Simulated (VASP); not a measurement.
# Mo3As (P6_3/mmc) in VASP: single point with PBE

Aim: the single point of Mo3As with PBE.

Program: VASP 6.6.1. These are calculated values, not measurements. Logs are shortened: lines on timing, memory, paths and dates and some standing lists are left out, and cuts for length are marked.

### 1 The cell of the first run

Symmetry: P6_3/mmc, No. 194, hexagonal system. The conventional cell has a = 5.455 Å, b = 5.455 Å, c = 4.776 Å, α = 90.00°, β = 90.00°, γ = 120.00°. Within 3.6 Å of Mo (site symmetry mm2) lie 8 Mo at 2.72 to 2.86 Å and 4 As at 2.73 to 2.86 Å. As (site symmetry -6m2) has 12 Mo at 2.73 to 2.86 Å within 3.6 Å.

The cell was built from a structure type or drawn by symmetry, and may not be a known phase.

### 2 Single point, PBE

Contents of INCAR:

```
SYSTEM = Mo3As
  ALGO = Fast
  EDIFF = 1E-6
  ENCUT = 520
  GGA = PE
  ISIF = 2
  ISMEAR = 0
  LASPH = .TRUE.
  LCHARG = .TRUE.
  LELF = .TRUE.
  LREAL = .FALSE.
  LVHAR = .TRUE.
  LWAVE = .FALSE.
  NBANDS = 57
  NELM = 60
  PREC = Accurate
  SIGMA = 0.1
```

Contents of KPOINTS:

```
k-points
0
G
  12 12 8
  0 0 0
```

Contents of POSCAR:

```
Mo3As
1.0
    5.4545618924      0.0000000000      0.0000000000
   -2.7272809462      4.7237891653      0.0000000000
    0.0000000000      0.0000000000      4.7763173203
Mo As
6 2
Direct
    0.8331287164      0.6662574328      0.2500000000
    0.1668712836      0.8331287164      0.7500000000
    0.6662574328      0.8331287164      0.7500000000
    0.3337425672      0.1668712836      0.2500000000
    0.8331287164      0.1668712836      0.2500000000
    0.1668712836      0.3337425672      0.7500000000
    0.3333333333      0.6666666667      0.2500000000
    0.6666666667      0.3333333333      0.7500000000
```

Potentials or basis: VASP PAW PBE potentials, release 64 (Mo_sv, As).

Launch:

```
> cat potpaw_PBE.64/Mo_sv/POTCAR potpaw_PBE.64/As/POTCAR > POTCAR
> mpirun -np 1 vasp_std > vasp.out
```

OUTCAR:

```text
SYSTEM = Mo3As
   EDIFF = 1E-6
   ENCUT = 520
   GGA = PE
   ISIF = 2
   ISMEAR = 0
   LASPH = .TRUE.
   LREAL = .FALSE.
   NELM = 60
   PREC = Accurate

 ion  position               nearest neighbor table
   1  0.833  0.666  0.250-   4 2.72   5 2.72   7 2.73   7 2.73   5 2.73   4 2.73   8 2.86   8 2.86
                             3 2.86   3 2.86   2 2.86   2 2.86
   2  0.167  0.833  0.750-   6 2.72   3 2.72   8 2.73   8 2.73   6 2.73   3 2.73   7 2.86   7 2.86
                             4 2.86   4 2.86   1 2.86   1 2.86
   3  0.666  0.833  0.750-   6 2.72   2 2.72   8 2.73   8 2.73   6 2.73   2 2.73   7 2.86   7 2.86
                             5 2.86   5 2.86   1 2.86   1 2.86
   4  0.334  0.167  0.250-   1 2.72   5 2.72   7 2.73   7 2.73   1 2.73   5 2.73   8 2.86   8 2.86
                             2 2.86   2 2.86   6 2.86   6 2.86
   5  0.833  0.167  0.250-   1 2.72   4 2.72   7 2.73   7 2.73   1 2.73   4 2.73   8 2.86   8 2.86
                             3 2.86   3 2.86   6 2.86   6 2.86
   6  0.167  0.334  0.750-   2 2.72   3 2.72   8 2.73   8 2.73   2 2.73   3 2.73   7 2.86   7 2.86
                             4 2.86   4 2.86   5 2.86   5 2.86
   7  0.333  0.667  0.250-   4 2.73   1 2.73   5 2.73   5 2.73   4 2.73   1 2.73   2 2.86   2 2.86
                             6 2.86   6 2.86   3 2.86   3 2.86
   8  0.667  0.333  0.750-   3 2.73   6 2.73   2 2.73   2 2.73   3 2.73   6 2.73   5 2.86   5 2.86
                             1 2.86   1 2.86   4 2.86   4 2.86

  LATTYP: Found a hexagonal cell.
 ALAT       =     5.4545618924
 C/A-ratio  =     0.8756555365

  Lattice vectors:

 A1 = (   5.4545618924,   0.0000000000,   0.0000000000)
 A2 = (  -2.7272809462,   4.7237891653,   0.0000000000)
 A3 = (   0.0000000000,   0.0000000000,   4.7763173203)

Analysis of symmetry for initial positions (statically):
=====================================================================
 Subroutine PRICEL returns:
 Original cell was already a primitive cell.

 Routine SETGRP: Setting up the symmetry group for a
 hexagonal supercell.

 Subroutine GETGRP returns: Found 24 space group operations
 (whereof 12 operations were pure point group operations)
 out of a pool of 24 trial point group operations.

The static configuration has the point symmetry D_3d.
 The point group associated with its full space group is D_6h.

Analysis of symmetry for dynamics (positions and initial velocities):
=====================================================================
 Subroutine PRICEL returns:
 Original cell was already a primitive cell.

 Routine SETGRP: Setting up the symmetry group for a
 hexagonal supercell.

 Subroutine GETGRP returns: Found 24 space group operations
 (whereof 12 operations were pure point group operations)
 out of a pool of 24 trial point group operations.

The dynamic configuration has the point symmetry D_3d.
 The point group associated with its full space group is D_6h.

 Subroutine INISYM returns: Found 24 space group operations
 (whereof 12 operations are pure point group operations),
 and found     1 'primitive' translations

----------------------------------------------------------------------------------------

                                     Primitive cell

  volume of cell :     123.0675

  direct lattice vectors                    reciprocal lattice vectors
     5.454561892  0.000000000  0.000000000     0.183332781  0.105847230  0.000000000
    -2.727280946  4.723789165  0.000000000     0.000000000  0.211694461  0.000000000
     0.000000000  0.000000000  4.776317320     0.000000000  0.000000000  0.209366324

  length of vectors
     5.454561892  5.454561892  4.776317320     0.211694461  0.211694461  0.209366324

  position of ions in fractional coordinates (direct lattice)
     0.833128716  0.666257433  0.250000000
     0.166871284  0.833128716  0.750000000
     0.666257433  0.833128716  0.750000000
     0.333742567  0.166871284  0.250000000
     0.833128716  0.166871284  0.250000000
     0.166871284  0.333742567  0.750000000
     0.333333333  0.666666667  0.250000000
     0.666666667  0.333333333  0.750000000

  ion indices of the primitive-cell ions
   primitive index   ion index
                 1           1
                 2           2
                 3           3
                 4           4
                 5           5
                 6           6
                 7           7
                 8           8

----------------------------------------------------------------------------------------

 KPOINTS: k-points

Automatic generation of k-mesh.
 Grid dimensions read from file:
 generate k-points for:   12   12    8

 Generating k-lattice:

  Cartesian coordinates                     Fractional coordinates (reciprocal lattice)
     0.015277732  0.008820603  0.000000000     0.083333333  0.000000000  0.000000000
     0.000000000  0.017641205  0.000000000     0.000000000  0.083333333  0.000000000
     0.000000000  0.000000000  0.026170791     0.000000000  0.000000000  0.125000000

  Length of vectors
     0.017641205  0.017641205  0.026170791

  Shift w.r.t. Gamma in fractional coordinates (k-lattice)
     0.000000000  0.000000000  0.000000000

 Subroutine IBZKPT returns following result:
 ===========================================

 Found     95 irreducible k-points:

 Following reciprocal coordinates:
            Coordinates               Weight
  0.000000  0.000000  0.000000      1.000000
  0.083333  0.000000  0.000000      6.000000
  0.166667  0.000000  0.000000      6.000000
  0.250000  0.000000  0.000000      6.000000
  0.333333  0.000000  0.000000      6.000000
  0.416667  0.000000  0.000000      6.000000
[... 16 lines left out ...]
  0.250000  0.000000  0.125000     12.000000
  0.333333  0.000000  0.125000     12.000000
 [... further k-points ...]
   k-points           NKPTS =     95   k-points in BZ     NKDIM =     95   number of bands    NBANDS=     57
   number of dos      NEDOS =    301   number of ions     NIONS =      8
   total plane-waves  NPLWV =  63504
   dimension x,y,z NGX =    42 NGY =   42 NGZ =   36
   dimension x,y,z NGXF=    84 NGYF=   84 NGZF=   72
   ions per type =               6   2
   NGX,Y,Z   is equivalent  to a cutoff of  12.80, 12.80, 12.53 a.u.
   NGXF,Y,Z  is equivalent  to a cutoff of  25.60, 25.60, 25.06 a.u.
 SYSTEM =  Mo3As
   PREC   = accura    normal or accurate (medium, high low for compatibility)
   ISTART =      0    job   : 0-new  1-cont  2-samecut
   ICHARG =      2    charge: 1-file 2-atom 10-const
   ISPIN  =      1    spin polarized calculation?
   LNONCOLLINEAR =      F non collinear calculations
   LSORBIT =      F    spin-orbit coupling
   LASPH  =      T    aspherical Exc in radial PAW
   ENCUT  =  520.0 eV  38.22 Ry    6.18 a.u.  10.14 10.14  8.88*2*pi/ulx,y,z
   NELM   =     60;   NELMIN=  2; NELMDL= -5     # of ELM steps
   EDIFF  = 0.1E-05   stopping-criterion for ELM
   LREAL  =      F    real-space projection
   EDIFFG = 0.1E-04   stopping-criterion for IOM
   NSW    =      0    number of steps for IOM
   IBRION =     -1    ionic relax: 0-MD 1-quasi-New 2-CG
   NFREE  =      0    steps in history (QN), initial steepest desc. (CG)
   ISIF   =      2    stress and relaxation
   ISYM   =      2    0-nonsym 1-usesym 2-fastsym
   POTIM  = 0.5000    time-step for ionic-motion
   TEBEG  =    0.0;   TEEND  =   0.0 temperature during run
   PSTRESS=    0.0 pullay stress
   NELECT =      94.0000    total number of electrons
   NUPDOWN=      -1.0000    fix difference up-down
   EMIN   =  10.00;   EMAX   =-10.00  energy-range for DOS
   EFERMI =   0.00;   METHOD = LEGACY
   ISMEAR =     0;   SIGMA  =   0.10  broadening in eV -4-tet -1-fermi 0-gaus
   EFERMI_NEDOS =   21; number of points for ismear=-14 and -15
   IALGO  =     68    algorithm
   IMIX   =      4    mixing-type and parameters
     AMIX     =   0.40;   BMIX     =  1.00
     AMIX_MAG =   1.60;   BMIX_MAG =  1.00
  volume/ion in A,a.u.               =      15.38       103.81
  Fermi-wavevector in a.u.,A,eV,Ry     =   1.496475  2.827929 30.469415  2.239439
  Thomas-Fermi vector in A             =   2.608487
   LORBIT       =      0    0 simple, 1 ext, 2 COOP (PROOUT), +10 PAW based schemes
   GGA     = PE    functional components
   LHFCALC =     F    Hartree Fock is set to
   AEXX    =    0.0000 exact exchange contribution
   IVDW    =     0    specifies the selected vdW correction
   LEPSILON=     F    determine dielectric tensor
   LRPA    =     F    only Hartree local field effects (RPA)
 non-spin polarized calculation
 RMM-DIIS sequential band-by-band and
 Gauss-broadening in eV      SIGMA  =   0.10
  energy-cutoff  :      520.00
  volume of cell :      123.07
 maximum number of plane-waves:      3359
 NGX is ok and might be reduce to    42
   NGX = 21   NGY = 21   NGZ = 17

 number of electron      94.0000032 magnetization

 Free energy of the ion-electron system (eV)
  ---------------------------------------------------
  ext. energy  EPLUGINS =         0.00000000
  ---------------------------------------------------
  free energy    TOTEN  =       -73.96808911 eV

  energy without entropy =      -73.94670404  energy(sigma->0) =      -73.95739658

 E-fermi :  12.2525     XC(G=0): -13.0138

 val. band max:       12.2493684961   @ k =   0.3333   0.3333   0.2500
 cond. band min:      12.2575551157   @ k =   0.0833   0.0833   0.5000
 fundamental gap:      0.0081866196
 Fermi energy:        12.2524908463

 k-point     1 :       0.0000    0.0000    0.0000
  band No.  band energies     occupation
      1     -49.0180      2.00000
      2     -48.8835      2.00000
      3     -48.8103      2.00000
      4     -48.8103      2.00000
      5     -48.7461      2.00000
      6     -48.7461      2.00000
[... 49 lines left out ...]
     56      14.0617      0.00000
     57      14.0619      0.00000

 k-point     2 :       0.0833    0.0000    0.0000
  band No.  band energies     occupation
      1     -49.0149      2.00000
      2     -48.8816      2.00000
      3     -48.8134      2.00000
      4     -48.8104      2.00000
      5     -48.7480      2.00000
      6     -48.7461      2.00000
[... 1314 lines left out ...]
      1     -48.9697      2.00000
      2     -48.8760      2.00000
      3     -48.8356      2.00000
      4     -48.8087      2.00000
      5     -48.7787      2.00000
      6     -48.7480      2.00000
[... 49 lines left out ...]
     56      14.2372      0.00000
     57      14.4876      0.00000

 [... further k-points ...]

------------------------ aborting loop because EDIFF is reached ----------------------------------------

  FORCE on cell =-STRESS in cart. coord.  units (eV):
  Direction    XX          YY          ZZ          XY          YZ          ZX
  --------------------------------------------------------------------------------------
  -------------------------------------------------------------------------------------
  Total        0.4171802      0.4171802      0.3451136      0.0000000     -0.0000000     -0.0000000
  in kB        5.4311365      5.4311365      4.4929248      0.0000000     -0.0000000     -0.0000000
  external PRESSURE =       5.1183993 kB  Pullay stress =       0.0000000 kB

 VOLUME and BASIS-vectors are now :
 -----------------------------------------------------------------------------
  energy-cutoff  :      520.00
  volume of cell :      123.07
      direct lattice vectors                 reciprocal lattice vectors
     5.454561892  0.000000000  0.000000000     0.183332781  0.105847230  0.000000000
    -2.727280946  4.723789165  0.000000000     0.000000000  0.211694461  0.000000000
     0.000000000  0.000000000  4.776317320     0.000000000  0.000000000  0.209366324

 POSITION                                       TOTAL-FORCE (eV/Angst)
 -----------------------------------------------------------------------------------
      2.72728      3.14726      1.19408        -0.000000      0.003105      0.000000
     -1.36197      3.93552      3.58224        -0.002689      0.001552      0.000000
      1.36197      3.93552      3.58224         0.002689      0.001552     -0.000000
      1.36531      0.78826      1.19408        -0.002689     -0.001552      0.000000
      4.08925      0.78826      1.19408         0.002689     -0.001552     -0.000000
      0.00000      1.57653      3.58224         0.000000     -0.003105     -0.000000
     -0.00000      3.14919      1.19408        -0.000000      0.000000     -0.000000
      2.72728      1.57460      3.58224         0.000000      0.000000     -0.000000
 -----------------------------------------------------------------------------------
    total drift:                               -0.000001      0.000000      0.000000

  FREE ENERGIE OF THE ION-ELECTRON SYSTEM (eV)
  ---------------------------------------------------
  free  energy   TOTEN  =       -73.9680891144 eV

  energy  without entropy=      -73.9467040409  energy(sigma->0) =      -73.95739658
```

Run time: 13 min. Hardware: 1 thread of Intel Xeon Platinum 8124M at 3.00GHz (Skylake/Cascade Lake), shared host; peak memory 0.59 GiB.

Results:

| Property | Result |
| --- | --- |
| Free energy | -73.9681 eV |
| Pressure | 0.5 GPa |
| Largest force | 0.003 eV/Å |
| Band gap on the k mesh | zero (bands 47 and 48 overlap by 1.11 eV) |

Forces on the atoms (eV/Å):
```
Mo   0.000  0.003  0.000
Mo  -0.003  0.002  0.000
Mo   0.003  0.002  0.000
Mo  -0.003 -0.002  0.000
Mo   0.003 -0.002  0.000
Mo   0.000 -0.003  0.000
As   0.000  0.000  0.000
As   0.000  0.000  0.000
```

Levels at points of the mesh, in eV from the Fermi level:
```tsv
k point	band 43	band 44	band 45	band 46	band 47	band 48	band 49	band 50	band 51	band 52
(0.00, 0.00, 0.00)	-1.40	-1.40	-1.13	0.36	0.36	0.41	0.50	0.74	0.74	1.38
(0.50, 0.00, 0.00)	-1.30	-0.95	-0.84	-0.80	-0.62	-0.30	0.50	0.68	0.69	0.79
(0.00, 0.00, 0.50)	-2.58	-2.58	0.09	0.09	0.26	0.26	0.26	0.26	0.66	0.66
(0.50, 0.00, 0.50)	-1.54	-1.54	-0.70	-0.70	-0.18	-0.18	0.04	0.04	0.49	0.49
```
